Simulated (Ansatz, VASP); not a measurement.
Two plane-wave programs on Mg

File INCAR:

```
PREC = Accurate
ENCUT = 520
EDIFF = 1E-6
ISMEAR = -1
SIGMA = 0.08
LREAL = False
LASPH = True
NELM = 60
ALGO = Normal
ISIF = 2
LWAVE = False
LCHARG = True
GGA = PE
LELF = True
LVHAR = True
NBANDS = 10
```

File KPOINTS:

```
Automatic mesh
0
Gamma
  7 7 10
```

Contents of POSCAR:

```
Mg
1.0
    3.9385436642      0.0000000000      0.0000000000
   -1.9692718321      3.4108788671      0.0000000000
    0.0000000000      0.0000000000      2.3404964106
Mg
3
Direct
    0.0000000000      0.0000000000      0.0000000000
    0.3333333333      0.6666666667      0.5000000000
    0.6666666667      0.3333333333      0.5000000000
```

Input for Ansatz:

```yaml
crystal:
  lattice:
    - [3.9385436642, 0.0, 0.0]
    - [-1.9692718321, 3.4108788671, 0.0]
    - [0.0, 0.0, 2.3404964106]
  atoms:
    - { symbol: Mg, position: [0.0, 0.0, 0.0] }
    - { symbol: Mg, position: [0.3333333333, 0.6666666667, 0.5] }
    - { symbol: Mg, position: [0.6666666667, 0.3333333333, 0.5] }
kpoints:
  mp_grid: { grid: [7, 7, 10] }
  band_path:
    path:
      - [0.0, 0.0, 0.0]
      - [0.5, 0.0, 0.0]
      - [0.3333333333, 0.3333333333, 0.0]
      - [0.0, 0.0, 0.0]
      - [0.0, 0.0, 0.5]
      - [0.5, 0.0, 0.5]
      - [0.3333333333, 0.3333333333, 0.5]
      - [0.0, 0.0, 0.5]
      - [0.5, 0.0, 0.5]
    npoints: 8
scf:
  occupations: { method: fermi_dirac, width: 0.08 }
hamiltonian:
  xc: pbe
  pseudopotentials: { kind: paw }
output:
  forces: true
  stress: true
  eigenvalues: true
  populations: true
  dos: { projected: true, de: 0.2, e_range: [-14, 8] }
```

Change from the starting cell: volume scaled by 0.45, PAW files.

Alike in both runs: task single point; functional PBE; k mesh 7 × 7 × 10; occupations fermi-dirac, width 0.08 eV; no spin polarisation.

|  | VASP | Ansatz |
| --- | --- | --- |
| version | VASP 6.6.1 | Ansatz 0.2.0 |
| potentials or method | VASP PAW PBE potentials, release 64 (Mg) | PAW with Ansatz's default frozen-core files, scalar-relativistic |
| plane-wave cutoff (eV) | 520 | 420 |
| valence electrons in the cell | 6 | 30 |

|  | VASP | Ansatz | Ansatz less VASP |
| --- | --- | --- | --- |
| pressure (GPa) | 129.4 | 126.7 | -2.64 |
| traceless stress, the component that is largest in VASP (GPa) | -0.19 | -0.06 | +0.126 |

Both programs put the cell under a high pressure, so it lies far from rest at this level. VASP's potentials hold 6 valence electrons a cell and Ansatz's 30, so a difference there can come from the potentials and not from the codes.

Noted on VASP's run: the cell as given lies far from equilibrium.
